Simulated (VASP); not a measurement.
# HfN (F-43m) in VASP: further runs

Runs on HfN. Level: r2SCAN. Tasks: single point, relaxation of cell and atoms.

Everything below comes from runs of VASP 6.6.1. Logs are shortened: lines on timing, memory, paths and dates and some standing lists are left out, and cuts for length are marked.

## 1. The cell of the first run

Symmetry: F-43m, No. 216, cubic system. The conventional cell has a = 4.580 Å, b = 4.580 Å, c = 4.580 Å, α = 90.00°, β = 90.00°, γ = 90.00°. Within 2.6 Å of Hf (site symmetry -43m) lie 4 N at 1.98 Å. N (site symmetry -43m) has 4 Hf at 1.98 Å within 2.6 Å.

## 2. Single point, r2SCAN

Input file POSCAR:

```
HfN
1.0
    3.2387069197      0.0000000000      0.0000000000
    1.6193534599      2.8048024679      0.0000000000
    1.6193534599      0.9349341560      2.6443931266
Hf N
1 1
Direct
    0.0000000000      0.0000000000      0.0000000000
    0.7500000000      0.7500000000      0.7500000000
```

Input file INCAR.step1:

```
ALGO     = Normal         # electronic algorithm
EDIFF    = 1E-4           # SCF threshold, eV
ENCUT    = 520            # plane-wave cutoff, eV
GGA      = PE             # functional
ISMEAR   = 1              # smearing method
LASPH    = T              # aspherical terms in the spheres
LCHARG   = F              # write CHGCAR
LREAL    = F              # projectors in reciprocal space
LWAVE    = T              # write WAVECAR
NBANDS   = 14             # bands
NELM     = 100            # most SCF steps
PREC     = Accurate       # precision mode
SIGMA    = 0.05           # smearing width, eV
```

Input file INCAR.step2:

```
ALGO     = Normal         # electronic algorithm
EDIFF    = 1E-7           # SCF threshold, eV
ENCUT    = 520            # plane-wave cutoff, eV
ISIF     = 2              # what is computed and relaxed
ISMEAR   = 1              # smearing method
ISTART   = 1            
LASPH    = T              # aspherical terms in the spheres
LCHARG   = F              # write CHGCAR
LMIXTAU  = T            
LREAL    = F              # projectors in reciprocal space
LWAVE    = F              # write WAVECAR
METAGGA  = R2SCAN         # meta-GGA
NBANDS   = 14             # bands
NELM     = 100            # most SCF steps
PREC     = Accurate       # precision mode
SIGMA    = 0.05           # smearing width, eV
```

Input file KPOINTS:

```
k-points
0
Gamma
  6 6 6
```

Potentials or basis: VASP PAW PBE potentials, release 64 (Hf_pv, N).

Started as:

```sh
$ cat potpaw_PBE.64/Hf_pv/POTCAR potpaw_PBE.64/N/POTCAR > POTCAR
$ cp INCAR.step1 INCAR
$ mpirun -np 1 vasp_std > vasp.out
$ cp INCAR.step2 INCAR
$ mpirun -np 1 vasp_std > vasp.out
```

OUTCAR:

```text
EDIFF = 1E-7
   ENCUT = 520
   ISIF = 2
   ISMEAR = 1
   ISTART = 1
   LASPH = T
   LREAL = F
   METAGGA = R2SCAN
   NELM = 100
   PREC = Accurate

 ion  position               nearest neighbor table
   1  0.000  0.000  0.000-   2 1.98   2 1.98   2 1.98   2 1.98
   2  0.750  0.750  0.750-   1 1.98   1 1.98   1 1.98   1 1.98

  LATTYP: Found a face centered cubic cell.
 ALAT       =     4.5802232505

  Lattice vectors:

 A1 = (   3.2387069197,   0.0000000000,   0.0000000000)
 A2 = (   1.6193534599,   2.8048024679,   0.0000000000)
 A3 = (   1.6193534599,   0.9349341560,   2.6443931266)

Analysis of symmetry for initial positions (statically):
=====================================================================
 Subroutine PRICEL returns:
 Original cell was already a primitive cell.

 Routine SETGRP: Setting up the symmetry group for a
 face centered cubic supercell.

 Subroutine GETGRP returns: Found 24 space group operations
 (whereof 24 operations were pure point group operations)
 out of a pool of 48 trial point group operations.

The static configuration has the point symmetry T_d .

Analysis of symmetry for dynamics (positions and initial velocities):
=====================================================================
 Subroutine PRICEL returns:
 Original cell was already a primitive cell.

 Routine SETGRP: Setting up the symmetry group for a
 face centered cubic supercell.

 Subroutine GETGRP returns: Found 24 space group operations
 (whereof 24 operations were pure point group operations)
 out of a pool of 48 trial point group operations.

The dynamic configuration has the point symmetry T_d .

 Subroutine INISYM returns: Found 24 space group operations
 (whereof 24 operations are pure point group operations),
 and found     1 'primitive' translations

----------------------------------------------------------------------------------------

                                     Primitive cell

  volume of cell :      24.0215

  direct lattice vectors                    reciprocal lattice vectors
     3.238706920  0.000000000  0.000000000     0.308765203 -0.178265673 -0.126052866
     1.619353460  2.804802468  0.000000000     0.000000000  0.356531346 -0.126052866
     1.619353460  0.934934156  2.644393127     0.000000000  0.000000000  0.378158599

  length of vectors
     3.238706920  3.238706920  3.238706920     0.378158599  0.378158599  0.378158599

  position of ions in fractional coordinates (direct lattice)
     0.000000000  0.000000000  0.000000000
     0.750000000  0.750000000  0.750000000

  ion indices of the primitive-cell ions
   primitive index   ion index
                 1           1
                 2           2

----------------------------------------------------------------------------------------

 KPOINTS: k-points

Automatic generation of k-mesh.
 Grid dimensions read from file:
 generate k-points for:    6    6    6

 Generating k-lattice:

  Cartesian coordinates                     Fractional coordinates (reciprocal lattice)
     0.051460867 -0.029710946 -0.021008811     0.166666667  0.000000000  0.000000000
     0.000000000  0.059421891 -0.021008811     0.000000000  0.166666667  0.000000000
     0.000000000  0.000000000  0.063026433     0.000000000  0.000000000  0.166666667

  Length of vectors
     0.063026433  0.063026433  0.063026433

  Shift w.r.t. Gamma in fractional coordinates (k-lattice)
     0.000000000  0.000000000  0.000000000

 Subroutine IBZKPT returns following result:
 ===========================================

 Found     16 irreducible k-points:

 Following reciprocal coordinates:
            Coordinates               Weight
  0.000000  0.000000  0.000000      1.000000
  0.166667  0.000000  0.000000      8.000000
  0.333333  0.000000  0.000000      8.000000
  0.500000  0.000000  0.000000      4.000000
  0.166667  0.166667  0.000000      6.000000
  0.333333  0.166667  0.000000     24.000000
[... 8 lines left out ...]
 -0.333333  0.333333  0.166667     24.000000
 -0.333333  0.500000  0.166667     12.000000
   k-points           NKPTS =     16   k-points in BZ     NKDIM =     16   number of bands    NBANDS=     14
   number of dos      NEDOS =    301   number of ions     NIONS =      2
   total plane-waves  NPLWV =  13824
   dimension x,y,z NGX =    24 NGY =   24 NGZ =   24
   dimension x,y,z NGXF=    48 NGYF=   48 NGZF=   48
   ions per type =               1   1
   NGX,Y,Z   is equivalent  to a cutoff of  12.32, 12.32, 12.32 a.u.
   NGXF,Y,Z  is equivalent  to a cutoff of  24.64, 24.64, 24.64 a.u.
 SYSTEM =  unknown system
   PREC   = accura    normal or accurate (medium, high low for compatibility)
   ISTART =      1    job   : 0-new  1-cont  2-samecut
   ICHARG =      0    charge: 1-file 2-atom 10-const
   ISPIN  =      1    spin polarized calculation?
   LNONCOLLINEAR =      F non collinear calculations
   LSORBIT =      F    spin-orbit coupling
   LASPH  =      T    aspherical Exc in radial PAW
   ENCUT  =  520.0 eV  38.22 Ry    6.18 a.u.   6.02  6.02  6.02*2*pi/ulx,y,z
   NELM   =    100;   NELMIN=  2; NELMDL=  0     # of ELM steps
   EDIFF  = 0.1E-06   stopping-criterion for ELM
   LREAL  =      F    real-space projection
   EDIFFG = 0.1E-05   stopping-criterion for IOM
   NSW    =      0    number of steps for IOM
   IBRION =     -1    ionic relax: 0-MD 1-quasi-New 2-CG
   NFREE  =      0    steps in history (QN), initial steepest desc. (CG)
   ISIF   =      2    stress and relaxation
   ISYM   =      2    0-nonsym 1-usesym 2-fastsym
   POTIM  = 0.5000    time-step for ionic-motion
   TEBEG  =    0.0;   TEEND  =   0.0 temperature during run
   PSTRESS=    0.0 pullay stress
   NELECT =      15.0000    total number of electrons
   NUPDOWN=      -1.0000    fix difference up-down
   EMIN   =  10.00;   EMAX   =-10.00  energy-range for DOS
   EFERMI =   0.00;   METHOD = LEGACY
   ISMEAR =     1;   SIGMA  =   0.05  broadening in eV -4-tet -1-fermi 0-gaus
   EFERMI_NEDOS =   21; number of points for ismear=-14 and -15
   IALGO  =     38    algorithm
   IMIX   =      4    mixing-type and parameters
     AMIX     =   0.40;   BMIX     =  1.00
     AMIX_MAG =   1.60;   BMIX_MAG =  1.00
  volume/ion in A,a.u.               =      12.01        81.05
  Fermi-wavevector in a.u.,A,eV,Ry     =   1.399282  2.644260 26.640075  1.957990
  Thomas-Fermi vector in A             =   2.522357
   LORBIT       =      0    0 simple, 1 ext, 2 COOP (PROOUT), +10 PAW based schemes
   METAGGA = R2SCAN    functional components
   LHFCALC =     F    Hartree Fock is set to
   AEXX    =    0.0000 exact exchange contribution
   IVDW    =     0    specifies the selected vdW correction
   LEPSILON=     F    determine dielectric tensor
   LRPA    =     F    only Hartree local field effects (RPA)
 non-spin polarized calculation
 Methfessel and Paxton  Order N= 1 SIGMA  =   0.05
  energy-cutoff  :      520.00
  volume of cell :       24.02
 maximum number of plane-waves:       656
   NGX = 13   NGY = 13   NGZ = 13

 number of electron      14.9999999 magnetization

 Free energy of the ion-electron system (eV)
  ---------------------------------------------------
  ext. energy  EPLUGINS =         0.00000000
  ---------------------------------------------------
  free energy    TOTEN  =       -56.92185263 eV

  energy without entropy =      -56.92152430  energy(sigma->0) =      -56.92174319

 E-fermi :   7.7984     XC(G=0): -13.0835

 val. band max:        7.3653189744   @ k =   0.0000   0.0000   0.0000
 cond. band min:       7.8279926312   @ k =   0.3333   0.1667   0.0000
 fundamental gap:      0.4626736568
 Fermi energy:         7.7983625895

 k-point     1 :       0.0000    0.0000    0.0000
  band No.  band energies     occupation
      1     -24.1079      2.00000
      2     -24.1079      2.00000
      3     -24.1079      2.00000
      4     -10.8280      2.00000
      5       0.5911      2.00000
      6       0.5911      2.00000
      7       0.5911      2.00000
      8       7.3653      2.00000
      9      10.4534      0.00000
     10      10.4534      0.00000
     11      15.8344      0.00000
     12      15.8344      0.00000
     13      15.8344      0.00000
     14      19.7468      0.00000

 k-point     2 :       0.1667    0.0000    0.0000
  band No.  band energies     occupation
      1     -24.4091      2.00000
      2     -24.1438      2.00000
      3     -24.1438      2.00000
      4     -10.3411      2.00000
      5       0.2263      2.00000
      6       0.8536      2.00000
      7       0.8536      2.00000
      8       8.7633     -0.00000
      9       9.9694      0.00000
     10       9.9694      0.00000
     11      15.1303      0.00000
     12      16.6954      0.00000
     13      16.6954      0.00000
     14      19.7463      0.00000

 k-point     3 :       0.3333    0.0000    0.0000
  band No.  band energies     occupation
      1     -24.9576      2.00000
      2     -24.2146      2.00000
      3     -24.2146      2.00000
      4      -9.5474      2.00000
      5       0.4532      2.00000
      6       1.2816      2.00000
      7       1.2816      2.00000
      8       9.9572      0.00000
      9      10.1659      0.00000
     10      10.1659      0.00000
     11      14.3037      0.00000
     12      16.0489      0.00000
     13      16.0489      0.00000
     14      17.8532      0.00000

 k-point     4 :       0.5000    0.0000    0.0000
  band No.  band energies     occupation
      1     -25.2099      2.00000
      2     -24.2495      2.00000
      3     -24.2495      2.00000
      4      -9.2542      2.00000
      5       1.1008      2.00000
      6       1.4302      2.00000
      7       1.4302      2.00000
      8       9.4669      0.00000
      9      11.1964      0.00000
     10      11.1964      0.00000
     11      13.0220      0.00000
     12      14.3412      0.00000
     13      14.3412      0.00000
     14      19.7466      0.00000

 k-point     5 :       0.1667    0.1667    0.0000
  band No.  band energies     occupation
      1     -24.4187      2.00000
      2     -24.2002      2.00000
      3     -24.2002      2.00000
      4     -10.1742      2.00000
      5      -0.2033      2.00000
      6       1.1441      2.00000
      7       1.1441      2.00000
      8       8.3422     -0.00000
      9       9.5125      0.00000
     10      10.9705      0.00000
     11      16.1696      0.00000
[... 140 lines left out ...]
 k-point    14 :       0.5000    0.3333    0.1667
  band No.  band energies     occupation
      1     -24.9914      2.00000
      2     -24.5192      2.00000
      3     -24.3363      2.00000
      4      -8.9619      2.00000
      5       0.0550      2.00000
      6       1.6267      2.00000
      7       2.4616      2.00000
      8       7.3547      2.00000
      9       9.8506      0.00000
     10      11.9404      0.00000
     11      15.3571      0.00000
     12      16.0065      0.00000
     13      17.0866      0.00000
     14      19.7054      0.00000

 k-point    15 :      -0.3333    0.3333    0.1667
  band No.  band energies     occupation
      1     -25.0452      2.00000
      2     -24.6333      2.00000
      3     -24.3908      2.00000
      4      -8.7292      2.00000
      5       0.8664      2.00000
      6       1.2463      2.00000
      7       2.9001      2.00000
      8       6.5565      2.00000
      9       9.7270      0.00000
     10      11.7647      0.00000
     11      15.1418      0.00000
     12      16.0552      0.00000
     13      17.9294      0.00000
     14      19.7468      0.00000

 k-point    16 :      -0.3333    0.5000    0.1667
  band No.  band energies     occupation
      1     -25.0851      2.00000
      2     -24.6090      2.00000
      3     -24.4782      2.00000
      4      -8.6132      2.00000
      5      -0.0183      2.00000
      6       2.2675      2.00000
      7       3.3771      2.00000
      8       5.9764      2.00000
      9       9.6379      0.00000
     10      12.4574      0.00000
     11      14.1194      0.00000
     12      15.9412      0.00000
     13      19.7468      0.00000
     14      21.0920      0.00000

------------------------ aborting loop because EDIFF is reached ----------------------------------------

  FORCE on cell =-STRESS in cart. coord.  units (eV):
  Direction    XX          YY          ZZ          XY          YZ          ZX
  --------------------------------------------------------------------------------------
  -------------------------------------------------------------------------------------
  Total        8.8894835      8.8894835      8.8894835      0.0000000      0.0000000      0.0000000
  in kB      592.9077938    592.9077938    592.9077938      0.0000000      0.0000000      0.0000000
  external PRESSURE =     592.9077938 kB  Pullay stress =       0.0000000 kB

 VOLUME and BASIS-vectors are now :
 -----------------------------------------------------------------------------
  energy-cutoff  :      520.00
  volume of cell :       24.02
      direct lattice vectors                 reciprocal lattice vectors
     3.238706920  0.000000000  0.000000000     0.308765203 -0.178265673 -0.126052866
     1.619353460  2.804802468  0.000000000     0.000000000  0.356531346 -0.126052866
     1.619353460  0.934934156  2.644393127     0.000000000  0.000000000  0.378158599

 POSITION                                       TOTAL-FORCE (eV/Angst)
 -----------------------------------------------------------------------------------
      0.00000      0.00000      0.00000         0.000000      0.000000      0.000000
      4.85806      2.80480      1.98329        -0.000000     -0.000000     -0.000000
 -----------------------------------------------------------------------------------
    total drift:                               -0.000000     -0.000000      0.000000

  FREE ENERGIE OF THE ION-ELECTRON SYSTEM (eV)
  ---------------------------------------------------
  free  energy   TOTEN  =       -56.9218526323 eV

  energy  without entropy=      -56.9215243008  energy(sigma->0) =      -56.92174319
```

It took 15 s on 1 thread of AMD EPYC 7R13, shared host; peak memory 0.15 GiB.

Results:

```
Free energy : -56.9219 eV
Pressure    : 59.3 GPa
```

Caveat: the k points lie up to 0.40 Å⁻¹ apart; the PAW data sets were made with another functional, which shifts forces and pressure a little; spin-orbit coupling is left out, which moves the levels of the heavy elements.

## 3. Single point, r2SCAN

This run uses another cell than the first one, of 12.65 Å³/atom, 1.053 times its volume.

Input file POSCAR:

```
HfN
1.0
    3.2951586652      0.0000000000      0.0000000000
    1.6475793326      2.8536911136      0.0000000000
    1.6475793326      0.9512303712      2.6904857837
Hf N
1 1
Direct
    0.0000000000      0.0000000000      0.0000000000
    0.7500000000      0.7500000000      0.7500000000
```

Input file INCAR.step1:

```
SYSTEM = HfN
PREC = Accurate
ENCUT = 520
ISMEAR = 1
SIGMA = 0.05
LREAL = .FALSE.
LASPH = .TRUE.
NELM = 100
NBANDS = 14
GGA = PE
ALGO = Normal
EDIFF = 1E-4
LWAVE = .TRUE.
LCHARG = .FALSE.
```

Input file INCAR.step2:

```
SYSTEM = HfN
PREC = Accurate
ENCUT = 520
EDIFF = 1E-6
ISMEAR = 1
SIGMA = 0.05
LREAL = .FALSE.
LASPH = .TRUE.
NELM = 100
ALGO = Normal
ISIF = 2
LWAVE = .FALSE.
LCHARG = .FALSE.
METAGGA = R2SCAN
LMIXTAU = .TRUE.
NBANDS = 14
ISTART = 1
```

Input file KPOINTS:

```
Automatic mesh
0
G
  6 6 6
  0 0 0
```

Potentials or basis: VASP PAW PBE potentials, release 64 (Hf_pv, N).

Started as:

```sh
$ cat potpaw_PBE.64/Hf_pv/POTCAR potpaw_PBE.64/N/POTCAR > POTCAR
$ cp INCAR.step1 INCAR
$ mpirun -np 1 vasp_std > vasp.out
$ cp INCAR.step2 INCAR
$ mpirun -np 1 vasp_std > vasp.out
```

OUTCAR:

```text
SYSTEM = HfN
   PREC = Accurate
   ENCUT = 520
   EDIFF = 1E-6
   ISMEAR = 1
   LREAL = .FALSE.
   LASPH = .TRUE.
   NELM = 100
   ISIF = 2
   METAGGA = R2SCAN
   ISTART = 1

 ion  position               nearest neighbor table
   1  0.000  0.000  0.000-   2 2.02   2 2.02   2 2.02   2 2.02
   2  0.750  0.750  0.750-   1 2.02   1 2.02   1 2.02   1 2.02

  LATTYP: Found a face centered cubic cell.
 ALAT       =     4.6600580745

  Lattice vectors:

[... 447 lines left out ...]
     14      19.9282      0.00000

------------------------ aborting loop because EDIFF is reached ----------------------------------------

  FORCE on cell =-STRESS in cart. coord.  units (eV):
  Direction    XX          YY          ZZ          XY          YZ          ZX
  --------------------------------------------------------------------------------------
  -------------------------------------------------------------------------------------
  Total        6.1454156      6.1454156      6.1454156      0.0000000      0.0000000     -0.0000000
  in kB      389.1776058    389.1776058    389.1776058      0.0000000      0.0000000     -0.0000000
  external PRESSURE =     389.1776058 kB  Pullay stress =       0.0000000 kB

 VOLUME and BASIS-vectors are now :
 -----------------------------------------------------------------------------
  energy-cutoff  :      520.00
  volume of cell :       25.30
      direct lattice vectors                 reciprocal lattice vectors
     3.295158665  0.000000000  0.000000000     0.303475523 -0.175211675 -0.123893364
     1.647579333  2.853691114  0.000000000     0.000000000  0.350423350 -0.123893364
     1.647579333  0.951230371  2.690485784     0.000000000  0.000000000  0.371680091

 POSITION                                       TOTAL-FORCE (eV/Angst)
 -----------------------------------------------------------------------------------
      0.00000      0.00000      0.00000         0.000000     -0.000000     -0.000000
      4.94274      2.85369      2.01786        -0.000000      0.000000      0.000000
 -----------------------------------------------------------------------------------
    total drift:                                0.000000      0.000000      0.000000

  FREE ENERGIE OF THE ION-ELECTRON SYSTEM (eV)
  ---------------------------------------------------
  free  energy   TOTEN  =       -57.3118712568 eV

  energy  without entropy=      -57.3115429255  energy(sigma->0) =      -57.31176181
```

OSZICAR.step1:

```text
N       E                     dE             d eps       ncg     rms          rms(c)
DAV:   1     0.404797026338E+02    0.40480E+02   -0.78805E+03   448   0.100E+03
DAV:   2    -0.222325441267E+02   -0.62712E+02   -0.58933E+02   600   0.237E+02
DAV:   3    -0.243023609223E+02   -0.20698E+01   -0.20655E+01   502   0.362E+01
DAV:   4    -0.243122077476E+02   -0.98468E-02   -0.98448E-02   526   0.288E+00
DAV:   5    -0.243123004618E+02   -0.92714E-04   -0.92713E-04   538   0.244E-01    0.717E+01
DAV:   6    -0.207785489648E+02    0.35338E+01   -0.11209E+01   490   0.255E+01    0.491E+01
DAV:   7    -0.207519175392E+02    0.26631E-01   -0.55067E-01   520   0.686E+00    0.261E+01
DAV:   8    -0.207440108503E+02    0.79067E-02   -0.34950E-02   520   0.181E+00    0.498E+00
DAV:   9    -0.207409091602E+02    0.31017E-02   -0.11058E-02   544   0.751E-01    0.170E+00
DAV:  10    -0.207407829847E+02    0.12618E-03   -0.11982E-03   490   0.330E-01    0.264E-01
DAV:  11    -0.207407680539E+02    0.14931E-04   -0.76002E-05   326   0.875E-02
   1 F= -.20740768E+02 E0= -.20740659E+02  d E =-.328332E-03
```

It took 23 s on 1 thread of AMD EPYC 7R13, shared host; peak memory 0.17 GiB.

Results:

- Free energy: -57.3119 eV
- Pressure: 38.9 GPa

Caveat: the k points lie up to 0.39 Å⁻¹ apart; the PAW data sets were made with another functional, which shifts forces and pressure a little; spin-orbit coupling is left out, which moves the levels of the heavy elements.

(Continued in part 2 of 3.)
